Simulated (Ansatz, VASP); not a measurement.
MgC: VASP beside Ansatz

```
Mg C
1.0
    -1.45122    1.79154    2.33018
     1.45122   -1.79154    2.33018
     1.45122    1.79154   -2.33018
Mg C
1 1
Direct
  0.50000 0.50000 0.00000
  0.00000 0.00000 0.00000
```

Alike in both runs: functional PBE; k mesh 24 × 24 × 24; occupations gaussian, width 0.1 eV; no spin polarisation.

Ansatz relaxed the structure, and its values are those at the end. VASP's run is a single point on that final structure, the one shown.

|  | VASP | Ansatz |
| --- | --- | --- |
| version | VASP 6.6.1 | Ansatz 0.2.0 |
| potentials or method | VASP PAW PBE potentials, release 64 (Mg, C), cutoff 520 eV | scalar-relativistic, plane waves, PAW |
| valence electrons in the cell | 6 | 14 |

Ansatz gave:

* gap on the k mesh at the Fermi level (eV): none
* pressure (GPa): 0.0

**Question.** What did VASP give for the same quantities?

**Answer.** gap on the k mesh at the Fermi level (eV): none; pressure (GPa): -0.3.

A gap of «none» marks a metal or a gap that the smearing closes. VASP's potentials hold 6 valence electrons a cell and Ansatz's 14, so a difference there can come from the potentials and not from the codes.
